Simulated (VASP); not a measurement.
# Zr2CuO3 (P-4m2) in VASP: single point with PBEsol+U

Aim: the single point of Zr2CuO3 with PBEsol+U.

Program: VASP 6.6.1. These are calculated values, not measurements. Logs are shortened: lines on timing, memory, paths and dates and some standing lists are left out, and cuts for length are marked.

## (1) The cell of the first run

Symmetry: P-4m2, No. 115, tetragonal system. Conventional cell: a = 3.115 Å, b = 3.115 Å, c = 6.826 Å, α = 90.00°, β = 90.00°, γ = 90.00°. Within 3.2 Å of O (site symmetry -4m2) lie 4 Cu at 2.20 Å and 4 Zr at 2.57 Å and 8 O at 3.00 to 3.11 Å. O (site symmetry 2mm) has 5 Zr at 2.21 to 2.26 Å and 10 O at 2.78 to 3.11 Å and 2 Cu at 3.00 Å within 3.2 Å. Cu (site symmetry -4m2) has 8 O at 2.20 to 3.00 Å and 4 Zr at 2.57 Å and 4 Cu at 3.11 Å within 3.2 Å. Within 2.9 Å of Zr (site symmetry 2mm) lie 7 O at 2.21 to 2.57 Å and 2 Cu at 2.57 Å.

## (2) Single point, PBEsol+U, non-collinear spin, typed start, spin-orbit coupling

INCAR reads:

```
SYSTEM = Zr2CuO3
PREC = Accurate ; ENCUT = 520
EDIFF = 1E-6 ; ISMEAR = 0
SIGMA = 0.0632 ; LREAL = .False.
LASPH = .True. ; NELM = 150
ALGO = Normal ; ISIF = 2
LWAVE = .False. ; LCHARG = .False.
MAGMOM = 0 0 0 0 0 0 0 0 0 0 0 1 0 0 0 0 0 0 ; LORBIT = 11
LSORBIT = .True. ; GGA_COMPAT = .False.
LORBMOM = .True. ; LMAXMIX = 4
LDAU = .True. ; LDAUTYPE = 2
LDAUL = -1 2 -1 ; LDAUU = 0 4.35 0
LDAUJ = 0 0 0 ; LDAUPRINT = 1
GGA = PS ; NBANDS = 69
```

KPOINTS reads:

```
regular mesh
0
Gamma
  6 6 3
  0 0 0
```

POSCAR reads:

```
Zr2CuO3
1.0
    3.1145166200      0.0000000000      0.0000000000
    0.0000000000      3.1145166200      0.0000000000
    0.0000000000      0.0000000000      6.8258714500
O Cu Zr
3 1 2
Direct
    0.5000000000      0.5000000000      0.0000000000
    0.0000000000      0.5000000000      0.3762811060
    0.5000000000      0.0000000000      0.6237188940
    0.0000000000      0.0000000000      0.0000000000
    0.0000000000      0.5000000000      0.7002449357
    0.5000000000      0.0000000000      0.2997550643
```

Potentials or basis: VASP PAW PBE potentials, release 64 (O, Cu, Zr_sv).

Run with:

```console
$ cat potpaw_PBE.64/O/POTCAR potpaw_PBE.64/Cu/POTCAR potpaw_PBE.64/Zr_sv/POTCAR > POTCAR
$ mpirun -np 1 vasp_ncl > vasp.out
```

OUTCAR:

```text
SYSTEM = Zr2CuO3
   PREC = Accurate
   ENCUT = 520
   EDIFF = 1E-6
   ISMEAR = 0
   LREAL = .False.
   LASPH = .True.
   NELM = 150
   ISIF = 2
   LORBIT = 11
   LSORBIT = .True.
   GGA = PS

 ion  position               nearest neighbor table
   1  0.500  0.500  0.000-   4 2.20   4 2.20   4 2.20   4 2.20   6 2.57   6 2.57   5 2.57   5 2.57

   2  0.000  0.500  0.376-   5 2.21   6 2.26   6 2.26   6 2.26   6 2.26
   3  0.500  0.000  0.624-   6 2.21   5 2.26   5 2.26   5 2.26   5 2.26
   4  0.000  0.000  0.000-   1 2.20   1 2.20   1 2.20   1 2.20   5 2.57   6 2.57   6 2.57   5 2.57

   5  0.000  0.500  0.700-   2 2.21   3 2.26   3 2.26   3 2.26   3 2.26   4 2.57   1 2.57   4 2.57
                             1 2.57   6 3.51   6 3.51   6 3.51   6 3.51
   6  0.500  0.000  0.300-   3 2.21   2 2.26   2 2.26   2 2.26   2 2.26   1 2.57   4 2.57   4 2.57
                             1 2.57   5 3.51   5 3.51   5 3.51   5 3.51

  LATTYP: Found a simple tetragonal cell.
 ALAT       =     3.1145166200
 C/A-ratio  =     2.1916310885

  Lattice vectors:

 A1 = (   3.1145166200,   0.0000000000,   0.0000000000)
 A2 = (   0.0000000000,   3.1145166200,   0.0000000000)
 A3 = (   0.0000000000,   0.0000000000,   6.8258714500)

Analysis of symmetry for initial positions (statically):
=====================================================================
 Subroutine PRICEL returns:
 Original cell was already a primitive cell.

 Routine SETGRP: Setting up the symmetry group for a
 simple tetragonal supercell.

 Subroutine GETGRP returns: Found  8 space group operations
 (whereof  8 operations were pure point group operations)
 out of a pool of 16 trial point group operations.

The static configuration has the point symmetry D_2d.

Analysis of symmetry for dynamics (positions and initial velocities):
=====================================================================
 Subroutine PRICEL returns:
 Original cell was already a primitive cell.

 Routine SETGRP: Setting up the symmetry group for a
 simple tetragonal supercell.

 Subroutine GETGRP returns: Found  8 space group operations
 (whereof  8 operations were pure point group operations)
 out of a pool of 16 trial point group operations.

The dynamic configuration has the point symmetry D_2d.

Analysis of structural, dynamic, and magnetic symmetry:
=====================================================================
 Subroutine PRICEL returns:
 Original cell was already a primitive cell.

 Routine SETGRP: Setting up the symmetry group for a
 simple tetragonal supercell.

 Subroutine GETGRP returns: Found  4 space group operations
 (whereof  4 operations were pure point group operations)
 out of a pool of 16 trial point group operations.

The overall configuration has the point symmetry S_4 .

 Subroutine INISYM returns: Found  4 space group operations
 (whereof  4 operations are pure point group operations),
 and found     1 'primitive' translations

----------------------------------------------------------------------------------------

                                     Primitive cell

  volume of cell :      66.2124

  direct lattice vectors                    reciprocal lattice vectors
     3.114516620  0.000000000  0.000000000     0.321077111  0.000000000  0.000000000
     0.000000000  3.114516620  0.000000000     0.000000000  0.321077111  0.000000000
     0.000000000  0.000000000  6.825871450     0.000000000  0.000000000  0.146501440

  length of vectors
     3.114516620  3.114516620  6.825871450     0.321077111  0.321077111  0.146501440

  position of ions in fractional coordinates (direct lattice)
     0.500000000  0.500000000  0.000000000
     0.000000000  0.500000000  0.376281106
     0.500000000  0.000000000  0.623718894
     0.000000000  0.000000000  0.000000000
     0.000000000  0.500000000  0.700244936
     0.500000000  0.000000000  0.299755064

  ion indices of the primitive-cell ions
   primitive index   ion index
[... 194 lines left out ...]
      2     -39.1979      1.00000
      3     -39.1522      1.00000
      4     -39.1522      1.00000
      5     -18.4816      1.00000
      6     -18.4816      1.00000
[... 1621 lines left out ...]
     64      13.5067      0.00000
     65      14.0840      0.00000

 [... further k-points ...]

 [bands above 65 left out]

------------------------ aborting loop because EDIFF is reached ----------------------------------------

  FORCE on cell =-STRESS in cart. coord.  units (eV):
  Direction    XX          YY          ZZ          XY          YZ          ZX
  --------------------------------------------------------------------------------------
  -------------------------------------------------------------------------------------
  Total        0.0919289      0.0919289      0.4209326     -0.0000000      0.0000000      0.0000000
  in kB        2.2244519      2.2244519     10.1855320     -0.0000010      0.0000000      0.0000000
  external PRESSURE =       4.8781453 kB  Pullay stress =       0.0000000 kB

 VOLUME and BASIS-vectors are now :
 -----------------------------------------------------------------------------
  energy-cutoff  :      520.00
  volume of cell :       66.21
      direct lattice vectors                 reciprocal lattice vectors
     3.114516620  0.000000000  0.000000000     0.321077111  0.000000000  0.000000000
     0.000000000  3.114516620  0.000000000     0.000000000  0.321077111  0.000000000
     0.000000000  0.000000000  6.825871450     0.000000000  0.000000000  0.146501440

 POSITION                                       TOTAL-FORCE (eV/Angst)
 -----------------------------------------------------------------------------------
      1.55726      1.55726      0.00000         0.000000     -0.000000     -0.000000
      0.00000      1.55726      2.56845        -0.000000      0.000000     -0.040307
      1.55726      0.00000      4.25742        -0.000000      0.000000      0.040307
      0.00000      0.00000      0.00000         0.000000     -0.000000     -0.000000
      0.00000      1.55726      4.77978         0.000000      0.000000      0.204529
      1.55726      0.00000      2.04609        -0.000000      0.000000     -0.204529
 -----------------------------------------------------------------------------------
    total drift:                                0.000000     -0.000000     -0.000000

  FREE ENERGIE OF THE ION-ELECTRON SYSTEM (eV)
  ---------------------------------------------------
  free  energy   TOTEN  =       -48.8431528783 eV

  energy  without entropy=      -48.8391142789  energy(sigma->0) =      -48.84113358

 orbital moment (x)

 # of ion     p       d       tot
 ----------------------------------------
  1         0.000   0.000   0.000
  2        -0.000   0.000  -0.000
  3        -0.000   0.000  -0.000
  4         0.000  -0.000   0.000
  5         0.000   0.000   0.000
  6         0.000   0.000   0.000
 ----------------------------------------
           -0.000   0.000   0.000

 orbital moment (y)

 # of ion     p       d       tot
 ----------------------------------------
  1         0.000   0.000   0.000
  2         0.000   0.000   0.000
  3         0.000   0.000   0.000
  4        -0.000   0.000   0.000
  5         0.000  -0.000  -0.000
  6         0.000   0.000   0.000
 ----------------------------------------
            0.000   0.000   0.000

 orbital moment (z)

 # of ion     p       d       tot
 ----------------------------------------
  1        -0.000   0.000  -0.000
  2         0.000   0.000   0.000
  3         0.000   0.000   0.000
  4        -0.000  -0.000  -0.000
  5         0.000  -0.000  -0.000
  6         0.000  -0.000  -0.000
 ----------------------------------------
           -0.000  -0.000  -0.000

 Spin-Orbit-Coupling matrix elements

 Ion:    1  E_soc:     -0.0002807
 l=   1
     0.0000000    -0.0000482    -0.0000439
    -0.0000482     0.0000000    -0.0000482
    -0.0000439    -0.0000482     0.0000000
 l=   2
     0.0000000     0.0000000     0.0000000     0.0000000     0.0000000
     0.0000000     0.0000000     0.0000000     0.0000000     0.0000000
     0.0000000     0.0000000     0.0000000     0.0000000     0.0000000
     0.0000000     0.0000000     0.0000000     0.0000000     0.0000000
     0.0000000     0.0000000     0.0000000     0.0000000     0.0000000
 l=   3
     0.0000000     0.0000000     0.0000000     0.0000000     0.0000000     0.0000000     0.0000000
     0.0000000     0.0000000     0.0000000     0.0000000     0.0000000     0.0000000     0.0000000
     0.0000000     0.0000000     0.0000000     0.0000000     0.0000000     0.0000000     0.0000000
     0.0000000     0.0000000     0.0000000     0.0000000     0.0000000     0.0000000     0.0000000
[... 89 lines left out ...]
 l=   2
     0.0000000    -0.0000477     0.0000000    -0.0001389    -0.0005879
    -0.0000477     0.0000000    -0.0002019    -0.0002668    -0.0002040
     0.0000000    -0.0002019     0.0000000    -0.0004669     0.0000000
    -0.0001389    -0.0002668    -0.0004669     0.0000000    -0.0002668
    -0.0005879    -0.0002040     0.0000000    -0.0002668     0.0000000
 l=   3
     0.0000000     0.0000000     0.0000000     0.0000000     0.0000000     0.0000000     0.0000000
     0.0000000     0.0000000     0.0000000     0.0000000     0.0000000     0.0000000     0.0000000
     0.0000000     0.0000000     0.0000000     0.0000000     0.0000000     0.0000000     0.0000000
     0.0000000     0.0000000     0.0000000     0.0000000     0.0000000     0.0000000     0.0000000
     0.0000000     0.0000000     0.0000000     0.0000000     0.0000000     0.0000000     0.0000000
     0.0000000     0.0000000     0.0000000     0.0000000     0.0000000     0.0000000     0.0000000
     0.0000000     0.0000000     0.0000000     0.0000000     0.0000000     0.0000000     0.0000000

 total charge

# of ion       s       p       d       tot
------------------------------------------
    1        1.567   3.305   0.000   4.871
    2        1.550   3.481   0.000   5.031
    3        1.550   3.481   0.000   5.031
    4        0.466   0.394   9.386  10.246
    5        2.153   6.005   1.668   9.826
    6        2.153   6.005   1.668   9.826
--------------------------------------------------
tot          9.440  22.671  12.721  44.832

 magnetization (x)

# of ion       s       p       d       tot
------------------------------------------
    1        0.000   0.000   0.000   0.000
    2        0.000   0.000   0.000   0.000
    3        0.000   0.000   0.000   0.000
    4        0.000   0.000   0.000   0.000
    5       -0.000   0.000   0.000  -0.000
    6        0.000   0.000   0.000   0.000
--------------------------------------------------
tot          0.000   0.000   0.000   0.000

 magnetization (y)

# of ion       s       p       d       tot
------------------------------------------
    1        0.000   0.000   0.000   0.000
    2        0.000   0.000   0.000   0.000
    3        0.000   0.000   0.000   0.000
    4       -0.000   0.000   0.000   0.000
    5        0.000   0.000  -0.000  -0.000
    6        0.000   0.000   0.000   0.000
--------------------------------------------------
tot         -0.000   0.000  -0.000  -0.000

 magnetization (z)

# of ion       s       p       d       tot
------------------------------------------
    1        0.000  -0.000   0.000   0.000
    2       -0.000   0.000   0.000  -0.000
    3       -0.000   0.000   0.000  -0.000
    4        0.000   0.000   0.000   0.000
    5       -0.000   0.000   0.000   0.000
    6       -0.000   0.000   0.000   0.000
--------------------------------------------------
tot          0.000   0.000   0.000   0.000
```

Run time: 3.4 min. Hardware: 1 thread of Intel Xeon 6975P-C (Granite Rapids), shared host; peak memory 0.42 GiB.

Results:

```
Free energy                                           : -48.8432 eV
Pressure                                              : 0.5 GPa
Largest force                                         : 0.205 eV/Å
Net moment                                            : 0.00 μB per cell
Valence electrons inside the program's atomic spheres : O 4.87, 5.03 (each value once); Cu 10.25; Zr 9.83
```

Forces on the atoms (eV/Å):
```
O    0.000  0.000  0.000
O    0.000  0.000 -0.040
O    0.000  0.000  0.040
Cu   0.000  0.000  0.000
Zr   0.000  0.000  0.205
Zr   0.000  0.000 -0.205
```

Moments on the atoms (μB; x, y, z):
```
O   0.00 0.00 0.00
O   0.00 0.00 0.00
O   0.00 0.00 0.00
Cu  0.00 0.00 0.00
Zr  0.00 0.00 0.00
Zr  0.00 0.00 0.00
```

Caveat: the PAW data sets were made with another functional, which shifts forces and pressure a little. The state reached can hang on the start; a lower one may exist.
